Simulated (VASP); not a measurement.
A run of VASP 6.6.1:

File INCAR:

```
SYSTEM = Cu
PREC = Accurate
ENCUT = 520
EDIFF = 1E-7
ISMEAR = -1
SIGMA = 0.05
LREAL = .False.
LASPH = .True.
NELM = 100
ALGO = Normal
ISIF = 2
LWAVE = .False.
LCHARG = .False.
GGA = PE
NBANDS = 12
```

KPOINTS

```
Automatic mesh
0
Gamma
  17 17 16
  0 0 0
```

File POSCAR:

```
Cu
1.0
    2.0155435670      0.0000000000      0.0000000000
   -1.0077717835      1.7455119314      0.0000000000
    0.0000000000      0.0000000000      1.9230767260
Cu
1
Direct
    0.0000000000      0.0000000000      0.0000000000
```

Potentials or basis: VASP PAW PBE potentials, release 64 (Cu).

The run is started by

```bash
$ cat potpaw_PBE.64/Cu/POTCAR > POTCAR
$ mpirun -np 1 vasp_std > vasp.out
```

Hardware: 1 thread of Intel(R) Xeon(R) 6975P-C (Granite Rapids), with other jobs on the host.

**Question.** Estimate the wall time of this run.

**Answer.** Run time: 12 s on 1 thread of Intel(R) Xeon(R) 6975P-C (Granite Rapids), with other jobs on the host, peak memory 0.13 GiB. Counts: scf iterations 13, k points 297.
